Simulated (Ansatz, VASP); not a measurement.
**Two plane-wave programs on Hf**

The input INCAR:

```
ALGO = Fast
EDIFF = 1E-7
ENCUT = 520
GGA = PS
GGA_COMPAT = False
ISIF = 2
ISMEAR = -1
LASPH = True
LCHARG = False
LMAXMIX = 4
LORBIT = 11
LORBMOM = True
LREAL = False
LSORBIT = True
LWAVE = False
MAGMOM = 0 0 0
NBANDS = 21
NELM = 150
PREC = Accurate
SIGMA = 0.05
```

KPOINTS

```
k-points
0
Gamma
  10 10 10
```

POSCAR

```
Hf
1.0
    0.0000000000      2.2200000000      2.2200000000
    2.2200000000      0.0000000000      2.2200000000
    2.2200000000      2.2200000000      0.0000000000
Hf
1
Direct
    0.0000000000      0.0000000000      0.0000000000
```

The input input.yaml:

```yaml
crystal:
  lattice:
    - [0.0, 2.22, 2.22]
    - [2.22, 0.0, 2.22]
    - [2.22, 2.22, 0.0]
  atoms:
    - { symbol: Hf, position: [0.0, 0.0, 0.0] }
hamiltonian:
  xc: pbesol
  pseudopotentials: { kind: paw_fr }
magnetization:
  noncollinear: true
  spin_orbit: true
kpoints:
  mp_grid: { grid: [10, 10, 10] }
  band_path:
    path:
      - [[0.0, 0.0, 0.0], [0.5, 0.0, 0.5], [0.5, 0.25, 0.75], [0.375, 0.375, 0.75], [0.0, 0.0, 0.0], [0.5, 0.5, 0.5], [0.625, 0.25, 0.625], [0.5, 0.25, 0.75], [0.5, 0.5, 0.5], [0.375, 0.375, 0.75]]
      - [[0.625, 0.25, 0.625], [0.5, 0.0, 0.5]]
    npoints: 14
scf:
  occupations: { method: fermi_dirac, width: 0.05 }
  n_extra_bands: 6
output:
  forces: true
  stress: true
  eigenvalues: true
  fatbands: false
  write_density: true
  write_potential: true
  elf: true
  volumetric_format: npy
```

Alike in both runs: functional PBEsol; k mesh 10 × 10 × 10; occupations fermi-dirac, width 0.05 eV; non-collinear spin, spin-orbit coupling.

```csv
,VASP,Ansatz
version,VASP 6.6.1,Ansatz 0.2.0
potentials or method,"VASP PAW PBE potentials, release 64 (Hf_pv)",Ansatz PAW
plane-wave cutoff (eV),520,420
valence electrons in the cell,10,26
task,single point,band structure
```

```csv
,VASP,Ansatz,Ansatz less VASP
pressure (GPa),-2.5,-2.0,+0.49
net moment per atom (μB),0.00,0.00,0.000
```

VASP's potentials were made for PBE, not for PBEsol. VASP's potentials hold 10 valence electrons a cell and Ansatz's 26, so a difference there can come from the potentials and not from the codes.
